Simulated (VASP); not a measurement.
The system is PdBr.

```xyz
8
Lattice="5.4513 0.0000 0.0000 0.0000 5.4513 0.0000 0.0000 0.0000 5.4513" Properties=species:S:1:pos:R:3 pbc="T T T"
Pd    0.7305    0.7305    0.7305
Pd    1.9952    4.7209    3.4561
Pd    3.4561    1.9952    4.7209
Pd    4.7209    3.4561    1.9952
Br    4.6036    4.6036    4.6036
Br    3.5733    0.8477    1.8780
Br    1.8780    3.5733    0.8477
Br    0.8477    1.8780    3.5733
```

| Quantity | Value |
| --- | --- |
| Program | VASP 6.6.1 |
| Task | relaxation of cell and atoms |
| Functional | PBE |
| Potentials or basis | VASP PAW PBE potentials, release 64 (Pd, Br) |
| Cutoff | 500 eV |
| k mesh | 8 × 8 × 8 |
| Occupations | gaussian, width 0.1 eV |
| Spin | no spin polarisation |

At the start: pressure -0.6 GPa; volume 20.25 Å³/atom.

Problem. Where does the relaxation end?

Solution. Over 38 steps the energy falls by 199.4 meV/atom and the volume is 25.56 Å³/atom (+26.2 %); space group P2_13 (No. 198, to 0.1 Å) before and after.

The path:
```csv
step,energy change (eV),largest force (eV/Å),pressure (GPa),volume (Å³)
1,0.0000,0.2789,-0.64,162.00
2,-0.0303,0.2705,0.23,160.12
3,-0.0548,0.2759,2.64,155.68
4,-0.0637,0.2759,2.72,155.66
5,-0.0903,0.2746,2.96,155.59
6,-0.1416,0.2626,3.48,155.46
7,-0.2298,0.1971,4.79,155.20
8,-0.2832,0.1140,8.42,154.67
9,-0.3040,0.1293,8.39,155.12
10,-0.3637,0.1755,8.32,156.46
11,-0.4720,0.2688,8.27,159.18
12,-0.6517,0.4477,8.34,164.70
13,-0.8778,0.8729,8.52,176.12
14,-1.1958,0.5864,5.19,184.04
15,-1.4652,0.2263,0.47,199.89
16,-1.4732,0.2220,-0.22,202.97
17,-1.4734,0.2210,-0.34,203.54
18,-1.4777,0.2183,-0.35,203.53
19,-1.4903,0.2106,-0.36,203.51
20,-1.5140,0.1919,-0.39,203.48
21,-1.5532,0.1415,-0.40,203.42
22,-1.5813,0.1513,-0.22,203.29
23,-1.5828,0.0996,-0.29,203.32
24,-1.5803,0.0096,0.81,199.52
25,-1.5855,0.0617,0.16,201.70
26,-1.5886,0.0306,0.12,202.31
27,-1.5908,0.0468,0.06,203.42
28,-1.5919,0.0381,-0.20,204.60
29,-1.5919,0.0382,-0.20,204.61
30,-1.5925,0.0326,-0.18,204.57
31,-1.5939,0.0171,-0.12,204.44
32,-1.5944,0.0402,0.02,204.18
33,-1.5945,0.0307,-0.03,204.27
34,-1.5947,0.0224,0.02,204.12
35,-1.5948,0.0139,0.07,203.97
36,-1.5949,0.0101,0.04,204.15
37,-1.5950,0.0114,-0.04,204.62
38,-1.5950,0.0089,-0.02,204.49
```

Final structure:
```xyz
8
Lattice="5.8915 0.0000 0.0000 0.0000 5.8915 0.0000 0.0000 0.0000 5.8915" Properties=species:S:1:pos:R:3 pbc="T T T"
Pd    0.1901    0.1901    0.1901
Pd    2.7556    5.7014    3.1358
Pd    3.1358    2.7556    5.7014
Pd    5.7014    3.1358    2.7556
Br    4.5359    4.5359    4.5359
Br    4.3013    1.3556    1.5902
Br    1.5902    4.3013    1.3556
Br    1.3556    1.5902    4.3013
```

Caveat: the volume moved by over 15 % at a fixed basis, so the end points are rough.
